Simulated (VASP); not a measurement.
Crystal: Cu.

```
Cu
1.0
     2.95106    0.00000    0.00000
     0.00000    2.95106    0.00000
     0.00000    0.00000    2.73152
Cu
2
Direct
  0.00000 0.00000 0.00000
  0.50000 0.50000 0.50000
```

This cell differs from its parent crystal: strain along c alone, the other axes held: -1.0 %.

Base run:

- Program: VASP 6.6.1
- Functional: PBE
- Potentials or basis: VASP PAW PBE potentials, release 64 (Cu_sv_GW)
- Cutoff: 700 eV
- k mesh: 14 × 14 × 16
- Occupations: gaussian, width 0.1 eV
- Spin: no spin polarisation

Its results: band gap on the k mesh zero (band 19 reaches 13.62 eV, above the bottom of band 20 at 6.04 eV); pressure -3.6 GPa.

Question: The run is repeated on the same cell with these changes: potentials or basis from VASP PAW PBE potentials, release 64 (Cu_sv_GW) to VASP PAW PBE potentials, release 64 (Cu); cutoff from 700 eV to 520 eV; further incar settings from ALGO = Normal; EDIFF = 1e-06; NBANDS = 26 to ALGO = Fast; EDIFF = 1e-06; NBANDS = 18; valence electrons from 38 to 22. What comes out?

Answer: Band gap on the k mesh zero (band 11 reaches 13.63 eV, above the bottom of band 12 at 6.01 eV); pressure 2.7 GPa.
